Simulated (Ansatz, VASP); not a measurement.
This is a calculation of BN for Ansatz 0.2.0.

input.yaml

```yaml
crystal:
  lattice:
    - [2.4912079273, 0.0, 0.0]
    - [-1.2383433262, 2.1616250238, 0.0]
    - [-0.6264323005, -1.0808125118, 3.0022538854]
  atoms:
    - { symbol: "N", position: [0.668506, 0.332385, 0.984999] }
    - { symbol: B, position: [0.979643, 0.983499, 0.001806] }
kpoints:
  mp_grid: { grid: [13, 13, 9] }
scf:
  occupations: { method: fermi_dirac, width: 0.05 }
hamiltonian:
  xc: pbe
  pseudopotentials: { kind: all_electron, lapw: { basis_error: 0.0005 } }
output:
  forces: true
  stress: true
  eigenvalues: true
```

Potentials or basis: all-electron LAPW, scalar-relativistic.

Run with:

```sh
$ ansatz run input.yaml --threads 1 --pin off --max-ram 3072MiB --backend cpu --events-out ev --progress --plain --runs-dir out
```

Problem. Translate it to VASP 6.6.1. Potentials there: VASP PAW PBE potentials, release 64 (N, B).

Solution. As run (the cutoff follows the program's own potentials):

File INCAR:

```
  ALGO = Normal
  EDIFF = 1E-6
  ENCUT = 520
  GGA = PE
  ISIF = 2
  ISMEAR = -1
  LASPH = True
  LCHARG = False
  LREAL = False
  LWAVE = False
  NBANDS = 11
  NELM = 80
  PREC = Accurate
  SIGMA = 0.05
```

KPOINTS

```
k-points
0
Gamma
  13 13 9
```

POSCAR

```
BN
1.0
    2.4912079273      0.0000000000      0.0000000000
   -1.2383433262      2.1616250238      0.0000000000
   -0.6264323005     -1.0808125118      3.0022538854
N B
1 1
Direct
    0.6685060000      0.3323850000      0.9849990000
    0.9796430000      0.9834990000      0.0018060000
```

Potentials or basis: VASP PAW PBE potentials, release 64 (N, B).

The run is started by

```console
$ cat potpaw_PBE.64/N/POTCAR potpaw_PBE.64/B/POTCAR > POTCAR
$ mpirun -np 1 vasp_std > vasp.out
```

Both were run:

|  | VASP | Ansatz | Ansatz less VASP |
| --- | --- | --- | --- |
| gap on the k mesh at the Fermi level (eV) | 2.83 | 2.83 | +0.002 |
| least direct gap on the mesh (eV) | 4.58 | 4.58 | 0.000 |
| pressure (GPa) | 10.8 | 10.7 | -0.09 |
| traceless stress, the component that is largest in VASP (GPa) | 7.87 | 7.72 | -0.154 |
| rms of the force components (eV/Å) | 1.644 | 1.649 | +0.0047 |

Atom by atom the forces differ by 0.005 eV/Å (rms over components). Ansatz ran all-electron here, and VASP with PAW potentials.
